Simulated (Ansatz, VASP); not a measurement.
## Ge in VASP and in Ansatz

```
Ge
1.0
     1.10608    3.47626    3.47626
     3.47626    1.10608    3.47626
     3.47626    3.47626    1.10608
Ge
2
Cartesian
  4.0293 4.0293 4.0293
  6.0440 6.0440 6.0440
```

Alike in both runs: task single point; functional PBEsol; k mesh 16 × 16 × 16; occupations gaussian, width 0.15 eV; no spin polarisation.

|  | VASP | Ansatz |
| --- | --- | --- |
| version | VASP 6.6.1 | Ansatz 0.2.0 |
| potentials or method | VASP PAW PBE potentials, release 64 (Ge_d), cutoff 520 eV | scalar-relativistic, plane waves, PAW |
| valence electrons in the cell | 28 | 28 |

|  | VASP | Ansatz | Ansatz less VASP |
| --- | --- | --- | --- |
| gap on the k mesh at the Fermi level (eV) | none | none | - |
| pressure (GPa) | 17.9 | 17.9 | +0.03 |
| traceless stress, the component that is largest in VASP (GPa) | -7.22 | -7.17 | +0.044 |
| rms of the force components (eV/Å) | 1.788 | 1.795 | +0.0074 |

VASP's potentials were made for PBE, not for PBEsol. Atom by atom the forces differ by 0.007 eV/Å (rms over components). A gap of «none» marks a metal or a gap that the smearing closes.
